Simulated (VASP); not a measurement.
# VB4Os (P-6m2) in VASP: a series of runs

The runs below take VB4Os through single point, with PBE.

Program: VASP 6.6.1. These are calculated values, not measurements. Logs are shortened: lines on timing, memory, paths and dates and some standing lists are left out, and cuts for length are marked.

### 1 The cell of the first run

The structure is hexagonal, space group P-6m2 (No. 187). Conventional cell: a = 2.925 Å, b = 2.925 Å, c = 7.576 Å, α = 90.00°, β = 90.00°, γ = 120.00°. V (site symmetry -6m2) has 8 B at 2.20 to 2.28 Å and 6 V at 2.92 Å within 3.0 Å. B (site symmetry 3m) has 3 B at 1.81 Å and 1 V at 2.20 Å and 3 Os at 2.32 Å within 2.4 Å. Within 2.4 Å of B (site symmetry 3m) lie 3 B at 1.81 Å and 1 Os at 2.25 Å and 3 V at 2.28 Å. Os (site symmetry -6m2) has 8 B at 2.25 to 2.32 Å and 6 Os at 2.92 Å within 3.0 Å.

### 2 Single point, PBE, collinear spin, ferromagnetic start

INCAR

```
PREC = Accurate ; ENCUT = 500
EDIFF = 1E-6 ; ISMEAR = -1
SIGMA = 0.15 ; LREAL = False
LASPH = True ; NELM = 200
ALGO = Normal ; ISIF = 2
LWAVE = False ; LCHARG = False
ISPIN = 2 ; MAGMOM = 2 0 0 0 0 0
LORBIT = 11 ; LMAXMIX = 4
GGA = PE ; NBANDS = 34
GGA_COMPAT = False
```

KPOINTS

```
regular mesh
0
Gamma
  9 9 3
```

POSCAR

```
VB4Os
1.0
    2.9246673036      0.0000000000      0.0000000000
   -1.4623341600      2.5328363441      0.0000000000
    0.0000000000      0.0000000000      7.5759186068
V B Os
1 4 1
Direct
    0.0000000000      0.0000000000      0.0000000000
    0.0000000000      0.0000000000      0.7094840000
    0.3333333333      0.6666666667      0.7969230000
    0.3333333333      0.6666666667      0.2030770000
    0.0000000000      0.0000000000      0.2905160000
    0.3333333333      0.6666666667      0.5000000000
```

Potentials or basis: VASP PAW PBE potentials, release 64 (V_sv, B, Os_sv_GW).

On the command line:

```console
cat potpaw_PBE.64/V_sv/POTCAR potpaw_PBE.64/B/POTCAR potpaw_PBE.64/Os_sv_GW/POTCAR > POTCAR
mpirun -np 1 vasp_std > vasp.out
```

OUTCAR:

```text
PREC = Accurate
   ENCUT = 500
   EDIFF = 1E-6
   ISMEAR = -1
   LREAL = False
   LASPH = True
   NELM = 200
   ISIF = 2
   ISPIN = 2
   LORBIT = 11
   GGA = PE

 ion  position               nearest neighbor table
   1  0.000  0.000  0.000-   2 2.20   5 2.20   3 2.28   4 2.28   3 2.28   4 2.28   4 2.28   3 2.28

   2  0.000  0.000  0.709-   3 1.81   3 1.81   3 1.81   1 2.20   6 2.32   6 2.32   6 2.32
   3  0.333  0.667  0.797-   2 1.81   2 1.81   2 1.81   6 2.25   1 2.28   1 2.28   1 2.28
   4  0.333  0.667  0.203-   5 1.81   5 1.81   5 1.81   6 2.25   1 2.28   1 2.28   1 2.28
   5  0.000  0.000  0.291-   4 1.81   4 1.81   4 1.81   1 2.20   6 2.32   6 2.32   6 2.32
   6  0.333  0.667  0.500-   3 2.25   4 2.25   2 2.32   5 2.32   2 2.32   5 2.32   2 2.32   5 2.32

  LATTYP: Found a hexagonal cell.
 ALAT       =     2.9246673036
 C/A-ratio  =     2.5903522761

  Lattice vectors:

 A1 = (   2.9246673036,   0.0000000000,   0.0000000000)
 A2 = (  -1.4623341600,   2.5328363441,   0.0000000000)
 A3 = (   0.0000000000,   0.0000000000,   7.5759186068)

Analysis of symmetry for initial positions (statically):
=====================================================================
 Subroutine PRICEL returns:
 Original cell was already a primitive cell.

 Routine SETGRP: Setting up the symmetry group for a
 hexagonal supercell.

 Subroutine GETGRP returns: Found 12 space group operations
 (whereof 12 operations were pure point group operations)
 out of a pool of 24 trial point group operations.

The static configuration has the point symmetry D_3h.

Analysis of symmetry for dynamics (positions and initial velocities):
=====================================================================
 Subroutine PRICEL returns:
 Original cell was already a primitive cell.

 Routine SETGRP: Setting up the symmetry group for a
 hexagonal supercell.

 Subroutine GETGRP returns: Found 12 space group operations
 (whereof 12 operations were pure point group operations)
 out of a pool of 24 trial point group operations.

The dynamic configuration has the point symmetry D_3h.

Analysis of structural, dynamic, and magnetic symmetry:
=====================================================================
 Subroutine PRICEL returns:
 Original cell was already a primitive cell.

 Routine SETGRP: Setting up the symmetry group for a
 hexagonal supercell.

 Subroutine GETGRP returns: Found 12 space group operations
 (whereof 12 operations were pure point group operations)
 out of a pool of 24 trial point group operations.

The overall configuration has the point symmetry D_3h.

 Subroutine INISYM returns: Found 12 space group operations
 (whereof 12 operations are pure point group operations),
 and found     1 'primitive' translations

----------------------------------------------------------------------------------------

                                     Primitive cell

  volume of cell :      56.1202

  direct lattice vectors                    reciprocal lattice vectors
     2.924667304  0.000000000  0.000000000     0.341919233  0.197407217  0.000000000
    -1.462334160  2.532836344  0.000000000     0.000000000  0.394814297  0.000000000
     0.000000000  0.000000000  7.575918607     0.000000000  0.000000000  0.131997194

  length of vectors
     2.924667304  2.924667698  7.575918607     0.394814350  0.394814297  0.131997194

  position of ions in fractional coordinates (direct lattice)
     0.000000000  0.000000000  0.000000000
     0.000000000  0.000000000  0.709484000
     0.333333333  0.666666667  0.796923000
     0.333333333  0.666666667  0.203077000
     0.000000000  0.000000000  0.290516000
     0.333333333  0.666666667  0.500000000

  ion indices of the primitive-cell ions
   primitive index   ion index
                 1           1
[... 35 lines left out ...]
  0.111111  0.000000  0.000000      6.000000
  0.222222 -0.000000  0.000000      6.000000
  0.333333 -0.000000  0.000000      6.000000
  0.444444 -0.000000  0.000000      6.000000
  0.111111  0.111111  0.000000      6.000000
[... 16 lines left out ...]
  0.333333  0.222222  0.333333     24.000000
  0.333333  0.333333  0.333333      4.000000
   k-points           NKPTS =     24   k-points in BZ     NKDIM =     24   number of bands    NBANDS=     34
   number of dos      NEDOS =    301   number of ions     NIONS =      6
   total plane-waves  NPLWV =  32256
   dimension x,y,z NGX =    24 NGY =   24 NGZ =   56
   dimension x,y,z NGXF=    48 NGYF=   48 NGZF=  112
   ions per type =               1   4   1
   NGX,Y,Z   is equivalent  to a cutoff of  13.64, 13.64, 12.29 a.u.
   NGXF,Y,Z  is equivalent  to a cutoff of  27.28, 27.28, 24.58 a.u.
 SYSTEM =  unknown system
   PREC   = accura    normal or accurate (medium, high low for compatibility)
   ISTART =      0    job   : 0-new  1-cont  2-samecut
   ICHARG =      2    charge: 1-file 2-atom 10-const
   ISPIN  =      2    spin polarized calculation?
   LNONCOLLINEAR =      F non collinear calculations
   LSORBIT =      F    spin-orbit coupling
   LASPH  =      T    aspherical Exc in radial PAW
   ENCUT  =  500.0 eV  36.75 Ry    6.06 a.u.   5.33  5.33 13.81*2*pi/ulx,y,z
   NELM   =    200;   NELMIN=  2; NELMDL= -5     # of ELM steps
   EDIFF  = 0.1E-05   stopping-criterion for ELM
   LREAL  =      F    real-space projection
   EDIFFG = 0.1E-04   stopping-criterion for IOM
   NSW    =      0    number of steps for IOM
   IBRION =     -1    ionic relax: 0-MD 1-quasi-New 2-CG
   NFREE  =      0    steps in history (QN), initial steepest desc. (CG)
   ISIF   =      2    stress and relaxation
   ISYM   =      2    0-nonsym 1-usesym 2-fastsym
   POTIM  = 0.5000    time-step for ionic-motion
   TEBEG  =    0.0;   TEEND  =   0.0 temperature during run
   PSTRESS=    0.0 pullay stress
   NELECT =      41.0000    total number of electrons
   NUPDOWN=      -1.0000    fix difference up-down
   EMIN   =  10.00;   EMAX   =-10.00  energy-range for DOS
   EFERMI =   0.00;   METHOD = LEGACY
   ISMEAR =    -1;   SIGMA  =   0.15  broadening in eV -4-tet -1-fermi 0-gaus
   EFERMI_NEDOS =   21; number of points for ismear=-14 and -15
   IALGO  =     38    algorithm
   IMIX   =      4    mixing-type and parameters
     AMIX     =   0.40;   BMIX     =  1.00
     AMIX_MAG =   1.60;   BMIX_MAG =  1.00
  volume/ion in A,a.u.               =       9.35        63.12
  Fermi-wavevector in a.u.,A,eV,Ry     =   1.474449  2.786305 29.579072  2.174000
  Thomas-Fermi vector in A             =   2.589219
   LORBIT       =     11    0 simple, 1 ext, 2 COOP (PROOUT), +10 PAW based schemes
   GGA     = PE    functional components
   LHFCALC =     F    Hartree Fock is set to
   AEXX    =    0.0000 exact exchange contribution
   IVDW    =     0    specifies the selected vdW correction
   LEPSILON=     F    determine dielectric tensor
   LRPA    =     F    only Hartree local field effects (RPA)
 spin polarized calculation
  energy-cutoff  :      500.00
  volume of cell :       56.12
 maximum number of plane-waves:      1442
 NGX is ok and might be reduce to    24
   NGX = 11   NGY = 11   NGZ = 27

 number of electron      40.9999991 magnetization       0.0025685

 number of electron      40.9999991 magnetization      -0.0014734

 Free energy of the ion-electron system (eV)
  ---------------------------------------------------
  ext. energy  EPLUGINS =         0.00000000
  ---------------------------------------------------
  free energy    TOTEN  =       -49.94771858 eV

  energy without entropy =      -49.78155023  energy(sigma->0) =      -49.86463440

 E-fermi :   8.9434     XC(G=0): -12.8145

 val. band max:        8.9409663569   @ k =   0.3333   0.2222   0.0000
 cond. band min:       8.9631703798   @ k =   0.2222   0.1111   0.0000
 fundamental gap:      0.0222040229
 Fermi energy:         8.9433869404

 spin component 1

 k-point     1 :       0.0000    0.0000    0.0000
  band No.  band energies     occupation
      1     -77.9818      1.00000
      2     -54.9227      1.00000
      3     -37.4917      1.00000
      4     -37.1437      1.00000
      5     -37.1437      1.00000
      6     -28.7617      1.00000
[... 829 lines left out ...]
     31      18.4522      0.00000
     32      20.4268      0.00000
 Fermi energy:         8.9433869404

 spin component 2

 k-point     1 :       0.0000    0.0000    0.0000
  band No.  band energies     occupation
      1     -77.9818      1.00000
      2     -54.9236      1.00000
      3     -37.4916      1.00000
      4     -37.1437      1.00000
      5     -37.1437      1.00000
      6     -28.7624      1.00000
[... 829 lines left out ...]
     31      18.4521      0.00000
     32      20.4263      0.00000
 [bands above 32 left out]

------------------------ aborting loop because EDIFF is reached ----------------------------------------

  FORCE on cell =-STRESS in cart. coord.  units (eV):
  Direction    XX          YY          ZZ          XY          YZ          ZX
  --------------------------------------------------------------------------------------
  -------------------------------------------------------------------------------------
  Total       -4.6035341     -4.6035347     -5.7361239      0.0000009     -0.0000000     -0.0000000
  in kB     -131.4265318   -131.4265486   -163.7608959      0.0000264     -0.0000000     -0.0000000
  external PRESSURE =    -142.2046588 kB  Pullay stress =       0.0000000 kB

 VOLUME and BASIS-vectors are now :
 -----------------------------------------------------------------------------
  energy-cutoff  :      500.00
  volume of cell :       56.12
      direct lattice vectors                 reciprocal lattice vectors
     2.924667304  0.000000000  0.000000000     0.341919233  0.197407217  0.000000000
    -1.462334160  2.532836344  0.000000000     0.000000000  0.394814297  0.000000000
     0.000000000  0.000000000  7.575918607     0.000000000  0.000000000  0.131997194

 POSITION                                       TOTAL-FORCE (eV/Angst)
 -----------------------------------------------------------------------------------
      0.00000      0.00000      0.00000        -0.000000     -0.000000      0.000000
      0.00000      0.00000      5.37499         0.000000     -0.000000     -0.081958
     -0.00000      1.68856      6.03742        -0.000000     -0.000000     -0.242097
     -0.00000      1.68856      1.53849        -0.000000     -0.000000      0.242097
      0.00000      0.00000      2.20093         0.000000     -0.000000      0.081958
     -0.00000      1.68856      3.78796        -0.000000      0.000000      0.000000
 -----------------------------------------------------------------------------------
    total drift:                                0.000001     -0.000000     -0.000000

  FREE ENERGIE OF THE ION-ELECTRON SYSTEM (eV)
  ---------------------------------------------------
  free  energy   TOTEN  =       -49.9477185820 eV

  energy  without entropy=      -49.7815502256  energy(sigma->0) =      -49.86463440

 total charge

# of ion       s       p       d       f       tot
--------------------------------------------------
    1        2.260   6.275   3.092   0.000  11.626
    2        0.682   1.205   0.000   0.000   1.887
    3        0.692   1.214   0.000   0.000   1.906
    4        0.692   1.214   0.000   0.000   1.906
    5        0.682   1.205   0.000   0.000   1.887
    6        3.330   6.111   5.202   0.135  14.778
--------------------------------------------------
tot          8.339  17.223   8.294   0.135  33.990

 magnetization (x)

# of ion       s       p       d       f       tot
--------------------------------------------------
    1       -0.000  -0.000  -0.001   0.000  -0.001
    2        0.000   0.000   0.000   0.000   0.000
    3        0.000   0.000   0.000   0.000   0.000
    4        0.000   0.000   0.000   0.000   0.000
    5        0.000   0.000   0.000   0.000   0.000
    6        0.000   0.000   0.000  -0.000   0.000
--------------------------------------------------
tot          0.000   0.000  -0.000  -0.000  -0.000
```

It took 50 s on 1 thread of Intel Xeon 6975P-C (Granite Rapids), shared host; peak memory 0.25 GiB.

What came out:

```yaml
Free_energy: -49.9477 eV
Pressure: -14.2 GPa
Largest_force: 0.242 eV/Å
Net_moment: 0.00 μB per cell
Valence_electrons_inside_the_program's_atomic_spheres: V 11.63; B 1.89, 1.91 (each value once); Os 14.78
```

Forces on the atoms (eV/Å):
```
V    0.000  0.000  0.000
B    0.000  0.000 -0.082
B    0.000  0.000 -0.242
B    0.000  0.000  0.242
B    0.000  0.000  0.082
Os   0.000  0.000  0.000
```

Stress tensor (GPa, compression positive):
```
-13.14   0.00   0.00
  0.00 -13.14   0.00
  0.00   0.00 -16.38
```

Levels at points of the mesh, in eV from the Fermi level:
Spin up:
| k point | band 19 | band 20 | band 21 | band 22 | band 23 | band 24 |
| --- | --- | --- | --- | --- | --- | --- |
| (0.00, 0.00, 0.00) | -0.20 | -0.20 | 0.69 | 0.69 | 2.29 | 2.29 |
Spin down:
```tsv
k point	band 19	band 20	band 21	band 22	band 23	band 24
(0.00, 0.00, 0.00)	-0.20	-0.20	0.69	0.69	2.29	2.29
```

Caveat: the cell stands under tension; spin-orbit coupling is left out, which moves the levels of the heavy elements.

### 3 Single point, PBE, collinear spin, ferromagnetic start

This run uses another cell than the first one, of 8.91 Å³/atom.

INCAR

```
SYSTEM = VB4Os
PREC = Accurate ; ENCUT = 500
EDIFF = 1E-6 ; ISMEAR = -1
SIGMA = 0.15 ; LREAL = .False.
LASPH = .True. ; NELM = 200
ALGO = Normal ; ISIF = 2
LWAVE = .False. ; LCHARG = .False.
ISPIN = 2 ; MAGMOM = 2 0 0 0 0 0
LORBIT = 11 ; LMAXMIX = 4
GGA = PE ; NBANDS = 34
GGA_COMPAT = .False.
```

KPOINTS

```
regular mesh
0
Gamma
  9 9 3
  0 0 0
```

POSCAR: that of step 2 with these lines changed.

```diff
@@ -2,5 +2,5 @@
 1.0
-    2.9246673036      0.0000000000      0.0000000000
-   -1.4623341600      2.5328363441      0.0000000000
-    0.0000000000      0.0000000000      7.5759186068
+    2.8774870000      0.0000000000      0.0000000000
+   -1.4387440000      2.4919770000      0.0000000000
+    0.0000000000      0.0000000000      7.4537050000
 V B Os
```

Potentials or basis: VASP PAW PBE potentials, release 64 (V_sv, B, Os_sv_GW).

On the command line:

```console
cat potpaw_PBE.64/V_sv/POTCAR potpaw_PBE.64/B/POTCAR potpaw_PBE.64/Os_sv_GW/POTCAR > POTCAR
mpirun -np 1 vasp_std > vasp.out
```

It took 46 s on 1 thread of Intel Xeon 6975P-C (Granite Rapids), shared host; peak memory 0.25 GiB.

It converged, with:

| Item | Value |
| --- | --- |
| Free energy | -50.0634 eV |
| Pressure | -1.4 GPa |
| Largest force | 0.087 eV/Å |
| Net moment | 0.00 μB per cell |
| Valence electrons inside the program's atomic spheres | V 11.72; B 1.95, 1.97 (each value once); Os 14.90 |

Forces on the atoms (eV/Å):
```
V    0.000  0.000  0.000
B    0.000  0.000 -0.087
B    0.000  0.000 -0.032
B    0.000  0.000  0.032
B    0.000  0.000  0.087
Os   0.000  0.000  0.000
```

Stress tensor (GPa, compression positive):
```
-1.78  0.00  0.00
 0.00 -1.78  0.00
 0.00  0.00 -0.73
```

Levels at points of the mesh, in eV from the Fermi level:
Spin up:
| k point | band 18 | band 19 | band 20 | band 21 | band 22 | band 23 | band 24 | band 25 |
| --- | --- | --- | --- | --- | --- | --- | --- | --- |
| (0.00, 0.00, 0.00) | -2.17 | -0.21 | -0.21 | 0.74 | 0.74 | 2.39 | 2.39 | 4.37 |
Spin down:
```
           k point  band 18  band 19  band 20  band 21  band 22  band 23  band 24  band 25
(0.00, 0.00, 0.00)    -2.17    -0.22    -0.22     0.74     0.74     2.39     2.39     4.37
```

Caveat: spin-orbit coupling is left out, which moves the levels of the heavy elements.

### 4 Single point, PBE, collinear spin, ferromagnetic start

This run uses another cell than the first one, of 8.46 Å³/atom.

INCAR

```
ALGO     = Normal         # electronic algorithm
EDIFF    = 1E-6           # SCF threshold, eV
ENCUT    = 500            # plane-wave cutoff, eV
GGA      = PE             # functional
GGA_COMPAT= F            
ISIF     = 2              # what is computed and relaxed
ISMEAR   = -1             # smearing method
ISPIN    = 2              # spin polarisation
LASPH    = T              # aspherical terms in the spheres
LCHARG   = T              # write CHGCAR
LELF     = T              # ELF
LMAXMIX  = 4              # l up to which the mixer works
LORBIT   = 11             # projections on sites
LREAL    = F              # projectors in reciprocal space
LVHAR    = T            
LWAVE    = F              # write WAVECAR
MAGMOM   = 2 0 0 0 0 0    # initial moments
NBANDS   = 34             # bands
NELM     = 200            # most SCF steps
PREC     = Accurate       # precision mode
SIGMA    = 0.15           # smearing width, eV
```

KPOINTS

```
k-points
0
Gamma
  9 9 3
```

POSCAR: that of step 3 with these lines changed.

```diff
@@ -2,5 +2,5 @@
 1.0
-    2.8774870000      0.0000000000      0.0000000000
-   -1.4387440000      2.4919770000      0.0000000000
-    0.0000000000      0.0000000000      7.4537050000
+    2.8287066102      0.0000000000      0.0000000000
+   -1.4143537966      2.4497319406      0.0000000000
+    0.0000000000      0.0000000000      7.3273466063
 V B Os
```

On the command line:

```console
cat potpaw_PBE.64/V_sv/POTCAR potpaw_PBE.64/B/POTCAR potpaw_PBE.64/Os_sv_GW/POTCAR > POTCAR
mpirun -np 1 vasp_std > vasp.out
```

Wall time 43 s (1 thread of Intel Xeon 6975P-C (Granite Rapids), shared host); peak memory 0.24 GiB.

Results (log left out):

* Free energy: -49.9329 eV
* Pressure: 15.1 GPa
* Largest force: 0.214 eV/Å
* Net moment: 0.00 μB per cell
* Valence electrons inside the program's atomic spheres: V 11.83; B 2.02, 2.04 (each value once); Os 15.05

Forces on the atoms (eV/Å):
```
V    0.000  0.000  0.000
B    0.000  0.000 -0.078
B    0.000  0.000  0.214
B    0.000  0.000 -0.214
B    0.000  0.000  0.078
Os   0.000  0.000  0.000
```

Stress tensor (GPa, compression positive):
```
12.99  0.00  0.00
 0.00 12.99  0.00
 0.00  0.00 19.46
```

Levels at points of the mesh, in eV from the Fermi level:
Spin up:
```csv
k point,band 18,band 19,band 20,band 21,band 22,band 23,band 24,band 25
"(0.00, 0.00, 0.00)",-2.29,-0.23,-0.23,0.80,0.80,2.49,2.49,4.62
```
Spin down:
| k point | band 17 | band 18 | band 19 | band 20 | band 21 | band 22 | band 23 | band 24 | band 25 | band 26 |
| --- | --- | --- | --- | --- | --- | --- | --- | --- | --- | --- |
| (0.00, 0.00, 0.00) | -2.40 | -2.29 | -0.23 | -0.23 | 0.80 | 0.80 | 2.49 | 2.49 | 4.62 | 4.62 |

Caveat: the cell stands under pressure; spin-orbit coupling is left out, which moves the levels of the heavy elements.

### 5 Overview

| cell | gap on the mesh (eV) | pressure (GPa) | moment (μB) | largest force (eV/Å) |
| --- | --- | --- | --- | --- |
| a = 2.925, b = 2.925, c = 7.576 Å, angles 90.0, 90.0, 120.0°, 6 atoms | none | -14.2 | 0.00 | 0.24 |
| a = 2.877, b = 2.877, c = 7.454 Å, angles 90.0, 90.0, 120.0°, 6 atoms | none | -1.4 | 0.00 | 0.09 |
| a = 2.829, b = 2.829, c = 7.327 Å, angles 90.0, 90.0, 120.0°, 6 atoms | none | 15.1 | 0.00 | 0.21 |

Alike in all rows: task single point; level PBE; potentials or basis VASP PAW PBE potentials, release 64 (V_sv, B, Os_sv_GW); spin collinear, ferromagnetic start; k mesh 9 × 9 × 3; cutoff (eV) 500; smearing fermi-dirac 0.15 eV.

Caveats: spin-orbit coupling is left out, which moves the levels of the heavy elements; the cell stands under tension (at least some runs); the cell stands under pressure (at least some runs).

Absolute energies hang on the potentials; compare differences alone.
